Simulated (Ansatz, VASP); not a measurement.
## One calculation of MoS2, two programs

Contents of INCAR:

```
SYSTEM = MoS2
  PREC = Accurate
  ENCUT = 520
  EDIFF = 1E-7
  ISMEAR = 0
  SIGMA = 0.05
  LREAL = .False.
  LASPH = .True.
  NELM = 100
  ALGO = Normal
  ISIF = 2
  LWAVE = .False.
  LCHARG = .False.
  GGA = PE
  IVDW = 12
  NBANDS = 35
```

File KPOINTS:

```
regular mesh
0
Gamma
  12 12 4
  0 0 0
```

The input POSCAR:

```
MoS2
1.0
    3.1493579417      0.0000000000      0.0000000000
   -1.5746789709      2.7274239831      0.0000000000
    0.0000000000      0.0000000000     12.0917670417
Mo S
2 4
Direct
    0.3333333333      0.6666666667      0.2500000000
    0.6666666667      0.3333333333      0.7500000000
    0.3266787024      0.6533574048      0.6254588542
    0.6600120357      0.3200240715      0.1254588542
    0.3399879643      0.6799759285      0.8745411458
    0.6733212976      0.3466425952      0.3745411458
```

Input for Ansatz:

```yaml
crystal:
  lattice:
    - [3.1493579417, 0.0, 0.0]
    - [-1.5746789709, 2.7274239831, 0.0]
    - [0.0, 0.0, 12.0917670417]
  atoms:
    - { symbol: Mo, position: [0.3333333333, 0.6666666667, 0.25] }
    - { symbol: Mo, position: [0.6666666667, 0.3333333333, 0.75] }
    - { symbol: S, position: [0.3266787024, 0.6533574048, 0.6254588542] }
    - { symbol: S, position: [0.6600120357, 0.3200240715, 0.1254588542] }
    - { symbol: S, position: [0.3399879643, 0.6799759285, 0.8745411458] }
    - { symbol: S, position: [0.6733212976, 0.3466425952, 0.3745411458] }
basis:
  ecutwfc: 420
kpoints:
  mp_grid: { grid: [12, 12, 4] }
hamiltonian:
  xc: pbe
  pseudopotentials: { kind: paw, azcp: { folder: soft_1 } }
  dispersion: d3bj
scf:
  occupations: { method: gaussian, width: 0.05 }
output:
  forces: true
  stress: true
  eigenvalues: true
```

Change from the starting cell: mode 10 frozen in at -0.036 Å and mode 16 at +0.060 Å (largest displacements).

Alike in both runs: task single point; functional PBE; dispersion D3(BJ); k mesh 12 × 12 × 4; occupations gaussian, width 0.05 eV; no spin polarisation.

|  | VASP | Ansatz |
| --- | --- | --- |
| version | VASP 6.6.1 | Ansatz 0.2.0 |
| potentials or method | VASP PAW PBE potentials, release 64 (Mo_sv, S), cutoff 520 eV | scalar-relativistic, plane waves, PAW |
| valence electrons in the cell | 52 | 52 |

VASP gave:

* gap on the k mesh at the Fermi level (eV): 0.71
* least direct gap on the mesh (eV): 1.61
* pressure (GPa): 6.3
* traceless stress, the component that is largest in VASP (GPa): 4.53
* rms of the force components (eV/Å): 0.631

Estimate Ansatz's values.

gap on the k mesh at the Fermi level (eV): 0.69; least direct gap on the mesh (eV): 1.60; pressure (GPa): 6.5; traceless stress, the component that is largest in VASP (GPa): 4.57; rms of the force components (eV/Å): 0.640.

Atom by atom the forces differ by 0.009 eV/Å (rms over components).
